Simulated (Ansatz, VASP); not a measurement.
Two plane-wave programs on Ca

POSCAR

```
Ca
1.0
    0.0000000000      2.8780260000      2.7103740000
    2.8780260000      0.0000000000      2.7103740000
    2.8780260000      2.8780260000      0.0000000000
Ca
1
Direct
    0.0000000000      0.0000000000      0.0000000000
```

File INCAR.step1:

```
SYSTEM = Ca
ALGO = Normal
EDIFF = 1E-4
ENCUT = 520
GGA = PE
ISMEAR = 0
LASPH = .TRUE.
LCHARG = .FALSE.
LREAL = .FALSE.
LWAVE = .TRUE.
NBANDS = 11
NELM = 60
PREC = Accurate
SIGMA = 0.15
```

Contents of INCAR.step2:

```
SYSTEM = Ca
ALGO = Normal
EDIFF = 1E-6
ENCUT = 520
ISIF = 2
ISMEAR = 0
ISTART = 1
LASPH = .TRUE.
LCHARG = .FALSE.
LMIXTAU = .TRUE.
LREAL = .FALSE.
LWAVE = .FALSE.
METAGGA = R2SCAN
NBANDS = 11
NELM = 60
PREC = Accurate
SIGMA = 0.15
```

Contents of KPOINTS:

```
k-points
0
G
  14 14 14
  0 0 0
```

Input for Ansatz:

```yaml
crystal:
  lattice:
    - [0.0, 2.878026, 2.710374]
    - [2.878026, 0.0, 2.710374]
    - [2.878026, 2.878026, 0.0]
  atoms:
    - { symbol: Ca, position: [0.0, 0.0, 0.0] }
basis:
  ecutwfc: 500
kpoints:
  mp_grid: { grid: [14, 14, 14] }
hamiltonian:
  xc: r2scan
scf:
  occupations: { method: gaussian, width: 0.15 }
output:
  forces: true
  stress: true
  eigenvalues: true
```

Change from the starting cell: strain +0.030 along x and y, -0.030 along z, atoms carried along.

Alike in both runs: task single point; functional r2SCAN; k mesh 14 × 14 × 14; occupations gaussian, width 0.15 eV; no spin polarisation.

|  | VASP | Ansatz |
| --- | --- | --- |
| version | VASP 6.6.1 | Ansatz 0.2.0 |
| potentials or method | VASP PAW PBE potentials, release 64 (Ca_sv), cutoff 520 eV | scalar-relativistic, plane waves, PAW |
| valence electrons in the cell | 10 | 10 |

Ansatz gave:

| Property | Result |
| --- | --- |
| gap on the k mesh at the Fermi level (eV) | none |
| pressure (GPa) | -0.7 |
| traceless stress, the component that is largest in VASP (GPa) | 0.20 |

Task: What did VASP give for the same quantities?

Result: gap on the k mesh at the Fermi level (eV): none; pressure (GPa): -0.6; traceless stress, the component that is largest in VASP (GPa): 0.20.

VASP's potentials were made for PBE, not for r2SCAN. A gap of «none» marks a metal or a gap that the smearing closes.
